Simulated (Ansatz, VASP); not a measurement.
**Two plane-wave programs on Ir**

```
CELL_PARAMETERS angstrom
2.73676 0.00000 0.00000
-1.36838 2.37010 0.00000
0.00000 0.00000 19.84258
ATOMIC_POSITIONS crystal
Ir 0.66667 0.33333 0.20159
Ir 0.33333 0.66667 0.31101
Ir 0.00000 0.00000 0.42044
```

Alike in both runs: task single point; functional PBE; k mesh 12 × 12 × 1; occupations gaussian, width 0.1 eV; no spin polarisation.

```csv
,VASP,Ansatz
version,VASP 6.6.1,Ansatz 0.2.0
potentials or method,"VASP PAW PBE potentials, release 64 (Ir), cutoff 520 eV","scalar-relativistic, plane waves, PAW"
valence electrons in the cell,27,51
```

```csv
,VASP,Ansatz,Ansatz less VASP
gap on the k mesh at the Fermi level (eV),none,none,-
rms of the force components (eV/Å),0.019,0.000,-0.0188
```

Atom by atom the forces differ by 0.019 eV/Å (rms over components). A gap of «none» marks a metal or a gap that the smearing closes. VASP's potentials hold 27 valence electrons a cell and Ansatz's 51, so a difference there can come from the potentials and not from the codes.

Neither program's run includes spin-orbit coupling.
